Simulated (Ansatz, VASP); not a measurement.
**NiO2: VASP beside Ansatz**

Contents of INCAR:

```
  ALGO = Normal
  EDIFF = 1E-6
  ENCUT = 520
  ISIF = 2
  ISMEAR = 0
  LASPH = T
  LCHARG = F
  LREAL = F
  LWAVE = F
  NBANDS = 18
  NELM = 100
  PREC = Accurate
  SIGMA = 0.05
```

File KPOINTS:

```
k-points
0
Gamma
  12 12 6
```

File POSCAR:

```
NiO2
1.0
    2.8038519370      0.0000000000      0.0000000000
   -1.4019259685      2.4282070059      0.0000000000
    0.0000000000      0.0000000000      4.0838103463
Ni O
1 2
Direct
    0.0000000000      0.0000000000      0.5000000000
    0.6666666667      0.3333333333      0.7423978784
    0.3333333333      0.6666666667      0.2576021216
```

Input for Ansatz:

```yaml
crystal:
  lattice:
    - [2.803851937, 0.0, 0.0]
    - [-1.4019259685, 2.4282070059, 0.0]
    - [0.0, 0.0, 4.0838103463]
  atoms:
    - { symbol: Ni, position: [0.0, 0.0, 0.5] }
    - { symbol: O, position: [0.6666666667, 0.3333333333, 0.7423978784] }
    - { symbol: O, position: [0.3333333333, 0.6666666667, 0.2576021216] }
basis:
  ecutwfc: 520.0
kpoints:
  mp_grid: { grid: [12, 12, 6] }
hamiltonian:
  xc: lda
  pseudopotentials: { kind: paw }
scf:
  occupations: { method: gaussian, width: 0.05 }
output:
  forces: true
  stress: true
  eigenvalues: true
  write_density: true
  write_potential: true
  elf: true
  volumetric_format: npy
```

Alike in both runs: task single point; functional LDA; k mesh 12 × 12 × 6; occupations gaussian, width 0.05 eV; no spin polarisation.

```csv
,VASP,Ansatz
version,VASP 6.6.1,Ansatz 0.2.0
potentials or method,"VASP PAW LDA potentials, release 64 (Ni, O), cutoff 520 eV","scalar-relativistic, plane waves, PAW"
valence electrons in the cell,22,30
```

```csv
,VASP,Ansatz,Ansatz less VASP
gap on the k mesh at the Fermi level (eV),0.50,0.54,+0.033
least direct gap on the mesh (eV),0.64,0.67,+0.029
pressure (GPa),-15.5,-16.4,-0.88
"traceless stress, the component that is largest in VASP (GPa)",-0.41,-0.02,+0.388
rms of the force components (eV/Å),0.722,0.766,+0.0438
```

LDA's correlation is that of Perdew and Zunger in VASP and of Perdew and Wang (1992) in Ansatz. Atom by atom the forces differ by 0.044 eV/Å (rms over components). VASP's potentials hold 22 valence electrons a cell and Ansatz's 30, so a difference there can come from the potentials and not from the codes.
